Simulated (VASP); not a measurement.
# B (P6/mmm) in VASP: relaxation of cell and atoms with PBE

Aim: the relaxation of cell and atoms of B with PBE.

Program: VASP 6.6.1. These are calculated values, not measurements. Logs are shortened: lines on timing, memory, paths and dates and some standing lists are left out, and cuts for length are marked.

## 1. The cell of the first run

It takes space group P6/mmm (No. 191, hexagonal). Conventional cell: a = 1.847 Å, b = 1.847 Å, c = 5.422 Å, α = 90.00°, β = 90.00°, γ = 120.00°. B (site symmetry 6mm) has 7 B at 1.82 to 1.85 Å within 2.4 Å.

The cell was built from a structure type or drawn by symmetry, and may not be a known phase.

## 2. Relaxation of cell and atoms, PBE

Input file INCAR:

```
SYSTEM = B
PREC = Accurate
ENCUT = 600
EDIFF = 1E-7
ISMEAR = 0
SIGMA = 0.1
LREAL = .False.
LASPH = .True.
NELM = 80
ALGO = Normal
ISIF = 3
LWAVE = .False.
LCHARG = .False.
GGA = PE
IBRION = 2
NSW = 100
EDIFFG = -0.01
```

Input file KPOINTS:

```
regular mesh
0
Gamma
  36 36 10
  0 0 0
```

Input file POSCAR:

```
B
1.0
    1.8468340681      0.0000000000      0.0000000000
   -0.9234170340      1.5994052195      0.0000000000
    0.0000000000      0.0000000000      5.4224150057
B
2
Direct
    0.0000000000      0.0000000000      0.3325752325
    0.0000000000      0.0000000000      0.6674247675
```

Potentials or basis: VASP PAW PBE potentials, release 64 (B).

The run is started by

```sh
$ cat potpaw_PBE.64/B/POTCAR > POTCAR
$ mpirun -np 1 vasp_std > vasp.out
```

OUTCAR:

```text
SYSTEM = B
   PREC = Accurate
   ENCUT = 600
   EDIFF = 1E-7
   ISMEAR = 0
   LREAL = .False.
   LASPH = .True.
   NELM = 80
   ISIF = 3
   GGA = PE
   IBRION = 2
   NSW = 100
   EDIFFG = -0.01

 ion  position               nearest neighbor table
   1  0.000  0.000  0.333-   2 1.82
   2  0.000  0.000  0.667-   1 1.82

  LATTYP: Found a hexagonal cell.
 ALAT       =     1.8468340681
 C/A-ratio  =     2.9360596598

  Lattice vectors:

 A1 = (   1.8468340681,   0.0000000000,   0.0000000000)
 A2 = (  -0.9234170340,   1.5994052195,   0.0000000000)
 A3 = (   0.0000000000,   0.0000000000,   5.4224150057)

Analysis of symmetry for initial positions (statically):
=====================================================================
 Subroutine PRICEL returns:
 Original cell was already a primitive cell.

 Routine SETGRP: Setting up the symmetry group for a
 hexagonal supercell.

 Subroutine GETGRP returns: Found 24 space group operations
 (whereof 24 operations were pure point group operations)
 out of a pool of 24 trial point group operations.

The static configuration has the point symmetry D_6h.

Analysis of symmetry for dynamics (positions and initial velocities):
=====================================================================
 Subroutine PRICEL returns:
 Original cell was already a primitive cell.

 Routine SETGRP: Setting up the symmetry group for a
 hexagonal supercell.

 Subroutine GETGRP returns: Found 24 space group operations
 (whereof 24 operations were pure point group operations)
 out of a pool of 24 trial point group operations.

The dynamic configuration has the point symmetry D_6h.

 Subroutine INISYM returns: Found 24 space group operations
 (whereof 24 operations are pure point group operations),
 and found     1 'primitive' translations

----------------------------------------------------------------------------------------

                                     Primitive cell

  volume of cell :      16.0169

  direct lattice vectors                    reciprocal lattice vectors
     1.846834068  0.000000000  0.000000000     0.541467161  0.312616211  0.000000000
    -0.923417034  1.599405219  0.000000000     0.000000000  0.625232423  0.000000000
     0.000000000  0.000000000  5.422415006     0.000000000  0.000000000  0.184419673

  length of vectors
     1.846834068  1.846834068  5.422415006     0.625232423  0.625232423  0.184419673

  position of ions in fractional coordinates (direct lattice)
     0.000000000  0.000000000  0.332575232
     0.000000000  0.000000000  0.667424768

  ion indices of the primitive-cell ions
   primitive index   ion index
                 1           1
                 2           2

----------------------------------------------------------------------------------------

 KPOINTS: regular mesh

Automatic generation of k-mesh.
 Grid dimensions read from file:
 generate k-points for:   36   36   10

 Generating k-lattice:

  Cartesian coordinates                     Fractional coordinates (reciprocal lattice)
     0.015040754  0.008683784  0.000000000     0.027777778  0.000000000  0.000000000
     0.000000000  0.017367567  0.000000000     0.000000000  0.027777778  0.000000000
     0.000000000  0.000000000  0.018441967     0.000000000  0.000000000  0.100000000

  Length of vectors
     0.017367567  0.017367567  0.018441967

  Shift w.r.t. Gamma in fractional coordinates (k-lattice)
     0.000000000  0.000000000  0.000000000

 Subroutine IBZKPT returns following result:
 ===========================================

 Found    762 irreducible k-points:

 Following reciprocal coordinates:
            Coordinates               Weight
  0.000000  0.000000  0.000000      1.000000
  0.027778  0.000000  0.000000      6.000000
  0.055556  0.000000  0.000000      6.000000
  0.083333  0.000000  0.000000      6.000000
  0.111111  0.000000  0.000000      6.000000
  0.138889  0.000000  0.000000      6.000000
[... 16 lines left out ...]
  0.111111  0.027778  0.000000     12.000000
  0.138889  0.027778  0.000000     12.000000
 [... further k-points ...]
   k-points           NKPTS =    762   k-points in BZ     NKDIM =    762   number of bands    NBANDS=      7
   number of dos      NEDOS =    301   number of ions     NIONS =      2
   total plane-waves  NPLWV =  12288
   dimension x,y,z NGX =    16 NGY =   16 NGZ =   48
   dimension x,y,z NGXF=    32 NGYF=   32 NGZF=   96
   ions per type =               2
   NGX,Y,Z   is equivalent  to a cutoff of  14.40, 14.40, 14.72 a.u.
   NGXF,Y,Z  is equivalent  to a cutoff of  28.81, 28.81, 29.43 a.u.
 SYSTEM =  B
   PREC   = accura    normal or accurate (medium, high low for compatibility)
   ISTART =      0    job   : 0-new  1-cont  2-samecut
   ICHARG =      2    charge: 1-file 2-atom 10-const
   ISPIN  =      1    spin polarized calculation?
   LNONCOLLINEAR =      F non collinear calculations
   LSORBIT =      F    spin-orbit coupling
   LASPH  =      T    aspherical Exc in radial PAW
   ENCUT  =  600.0 eV  44.10 Ry    6.64 a.u.   3.69  3.69 10.83*2*pi/ulx,y,z
   NELM   =     80;   NELMIN=  2; NELMDL= -5     # of ELM steps
   EDIFF  = 0.1E-06   stopping-criterion for ELM
   LREAL  =      F    real-space projection
   EDIFFG = -.1E-01   stopping-criterion for IOM
   NSW    =    100    number of steps for IOM
   IBRION =      2    ionic relax: 0-MD 1-quasi-New 2-CG
   NFREE  =      1    steps in history (QN), initial steepest desc. (CG)
   ISIF   =      3    stress and relaxation
   ISYM   =      2    0-nonsym 1-usesym 2-fastsym
   POTIM  = 0.5000    time-step for ionic-motion
   TEBEG  =    0.0;   TEEND  =   0.0 temperature during run
   PSTRESS=    0.0 pullay stress
   NELECT =       6.0000    total number of electrons
   NUPDOWN=      -1.0000    fix difference up-down
   EMIN   =  10.00;   EMAX   =-10.00  energy-range for DOS
   EFERMI =   0.00;   METHOD = LEGACY
   ISMEAR =     0;   SIGMA  =   0.10  broadening in eV -4-tet -1-fermi 0-gaus
   EFERMI_NEDOS =   21; number of points for ismear=-14 and -15
   IALGO  =     38    algorithm
   IMIX   =      4    mixing-type and parameters
     AMIX     =   0.40;   BMIX     =  1.00
     AMIX_MAG =   1.60;   BMIX_MAG =  1.00
  volume/ion in A,a.u.               =       8.01        54.04
  Fermi-wavevector in a.u.,A,eV,Ry     =   1.180136  2.230134 18.949132  1.392722
  Thomas-Fermi vector in A             =   2.316434
   LORBIT       =      0    0 simple, 1 ext, 2 COOP (PROOUT), +10 PAW based schemes
   GGA     = PE    functional components
   LHFCALC =     F    Hartree Fock is set to
   AEXX    =    0.0000 exact exchange contribution
   IVDW    =     0    specifies the selected vdW correction
   LEPSILON=     F    determine dielectric tensor
   LRPA    =     F    only Hartree local field effects (RPA)
 conjugate gradient relaxation of ions
 non-spin polarized calculation
 Gauss-broadening in eV      SIGMA  =   0.10
  energy-cutoff  :      600.00
  volume of cell :       16.02
 maximum number of plane-waves:       561
 NGX is ok and might be reduce to    16
   NGX =  7   NGY =  7   NGZ = 21

--------------------------------------- Ionic step        1  -------------------------------------------

 number of electron       6.0000000 magnetization

 Free energy of the ion-electron system (eV)
  ---------------------------------------------------
  ext. energy  EPLUGINS =         0.00000000
  ---------------------------------------------------
  free energy    TOTEN  =       -11.67725396 eV

  energy without entropy =      -11.67667054  energy(sigma->0) =      -11.67696225

------------------------ aborting loop because EDIFF is reached ----------------------------------------

  FORCE on cell =-STRESS in cart. coord.  units (eV):
  Direction    XX          YY          ZZ          XY          YZ          ZX
  --------------------------------------------------------------------------------------
  -------------------------------------------------------------------------------------
  Total        0.1281639      0.1281639     -0.2102624      0.0000000     -0.0000000      0.0000000
  in kB       12.8202734     12.8202734    -21.0326045      0.0000000     -0.0000000      0.0000000
  external PRESSURE =       1.5359808 kB  Pullay stress =       0.0000000 kB
[... 89 lines left out ...]
  FREE ENERGIE OF THE ION-ELECTRON SYSTEM (eV)
  ---------------------------------------------------
  free  energy   TOTEN  =       -11.6783353326 eV

  energy  without entropy=      -11.6776278617  energy(sigma->0) =      -11.67798160

[... ionic steps 4 to 11 ...]

--------------------------------------- Ionic step       12  -------------------------------------------

 number of electron       6.0000000 magnetization

------------------------ aborting loop because EDIFF is reached ----------------------------------------

  FORCE on cell =-STRESS in cart. coord.  units (eV):
  Direction    XX          YY          ZZ          XY          YZ          ZX
  --------------------------------------------------------------------------------------
  -------------------------------------------------------------------------------------
  Total       -0.0249592     -0.0249592      0.0631575     -0.0000000     -0.0000000     -0.0000000
  in kB       -2.4550096     -2.4550096      6.2122212     -0.0000000     -0.0000000     -0.0000000
  external PRESSURE =       0.4340673 kB  Pullay stress =       0.0000000 kB
[... 57 lines left out ...]
  energy  without entropy=      -11.6780035559  energy(sigma->0) =      -11.67839478

--------------------------------------- Ionic step       14  -------------------------------------------

 number of electron       6.0000000 magnetization

 Free energy of the ion-electron system (eV)
  ---------------------------------------------------
  ext. energy  EPLUGINS =         0.00000000
  ---------------------------------------------------
  free energy    TOTEN  =       -11.67884099 eV

  energy without entropy =      -11.67812936  energy(sigma->0) =      -11.67848517

 E-fermi :   6.3152     XC(G=0): -10.7153

 val. band max:        6.2822506455   @ k =   0.0833   0.0278   0.4000
 cond. band min:       6.3343729575   @ k =   0.1111   0.0278   0.5000
 fundamental gap:      0.0521223120
 Fermi energy:         6.3152456133

 k-point     1 :       0.0000    0.0000    0.0000
  band No.  band energies     occupation
      1     -11.5277      2.00000
      2      -6.6812      2.00000
      3      -2.2586      2.00000
      4       8.8263      0.00000
      5      11.6085      0.00000
      6      25.4958      0.00000
      7      25.4958      0.00000
[... 221 lines left out ...]
 k-point    24 :       0.1389    0.0278    0.0000
  band No.  band energies     occupation
      1     -10.4579      2.00000
      2      -5.7195      2.00000
      3      -0.9693      2.00000
      4       9.7884      0.00000
      5      12.6008      0.00000
      6      21.0669      0.00000
      7      23.0716      0.00000

 [... further k-points ...]
[... 5 lines left out ...]
  --------------------------------------------------------------------------------------
  -------------------------------------------------------------------------------------
  Total        0.0057362      0.0057362     -0.0083877      0.0000000     -0.0000000      0.0000000
  in kB        0.5617993      0.5617993     -0.8214826      0.0000000     -0.0000000      0.0000000
  external PRESSURE =       0.1007053 kB  Pullay stress =       0.0000000 kB
[... 17 lines left out ...]
  FREE ENERGIE OF THE ION-ELECTRON SYSTEM (eV)
  ---------------------------------------------------
  free  energy   TOTEN  =       -11.6788409905 eV

  energy  without entropy=      -11.6781293570  energy(sigma->0) =      -11.67848517

 reached required accuracy - stopping structural energy minimisation
```

Wall time 6.4 min (1 thread of Intel Xeon 8259CL, shared host); peak memory 0.21 GiB.

Results:

```
Free energy                           : -11.6788 eV
Relaxed volume                        : 8.18 Å³/atom
Relaxed cell                          : a = 1.851 Å, b = 1.851 Å, c = 5.513 Å, α = 90.00°, β = 90.00°, γ = 120.00°
Space group after relaxing (to 0.1 Å) : P6/mmm (No. 191)
Energy gained by relaxing             : 0.8 meV/atom
Ionic steps                           : 14
Pressure after relaxing               : 0.0 GPa
Largest force after relaxing          : 0.008 eV/Å
Band gap on the k mesh                : zero (bands 3 and 4 overlap by 1.70 eV)
```

Forces in eV/Å, atoms in the order of the input:
```
B    0.000  0.000  0.008
B    0.000  0.000 -0.008
```

The path:
| step | energy change (eV) | largest force (eV/Å) | pressure (GPa) | volume (Å³) |
| --- | --- | --- | --- | --- |
| 1 | 0.0000 | 0.1327 | 0.15 | 16.02 |
| 2 | -0.0007 | 0.0663 | 0.28 | 16.03 |
| 3 | -0.0011 | 0.0063 | 0.20 | 16.03 |
| 4 | -0.0011 | 0.0088 | 0.20 | 16.03 |
| 5 | -0.0011 | 0.0151 | 0.01 | 16.05 |
| 6 | -0.0011 | 0.0267 | -0.35 | 16.09 |
| 7 | -0.0011 | 0.0212 | -0.18 | 16.07 |
| 8 | -0.0011 | 0.0202 | -0.18 | 16.07 |
| 9 | -0.0012 | 0.0172 | -0.16 | 16.09 |
| 10 | -0.0012 | 0.0113 | -0.14 | 16.12 |
| 11 | -0.0014 | 0.0006 | -0.08 | 16.17 |
| 12 | -0.0015 | 0.0251 | 0.04 | 16.29 |
| 13 | -0.0015 | 0.0159 | 0.03 | 16.31 |
| 14 | -0.0016 | 0.0083 | 0.01 | 16.36 |

Final structure:
```yaml
crystal:
  lattice:
    - [1.85099, 0.00000, 0.00000]
    - [-0.92550, 1.60301, 0.00000]
    - [0.00000, 0.00000, 5.51336]
  atoms:
    - { symbol: B, position: [0.00000, 0.00000, 0.33664] }
    - { symbol: B, position: [0.00000, 0.00000, 0.66336] }
```

Levels at points of the mesh, in eV from the Fermi level:
```csv
k point,band 1,band 2,band 3,band 4,band 5,band 6,band 7
"(0.00, 0.00, 0.00)",-17.84,-13.00,-8.57,2.51,5.29,19.18,19.18
"(0.50, 0.00, 0.00)",-8.87,-5.60,-3.55,1.82,2.65,9.51,11.96
"(0.00, 0.00, 0.50)",-17.79,-13.39,-7.50,-0.71,10.39,16.54,19.19
"(0.50, 0.00, 0.50)",-8.84,-5.67,-3.53,1.29,3.36,11.29,11.97
```

Caveat: this functional lacks dispersion, which binds the layers, so the pressure and a relaxed spacing across them are unreliable.
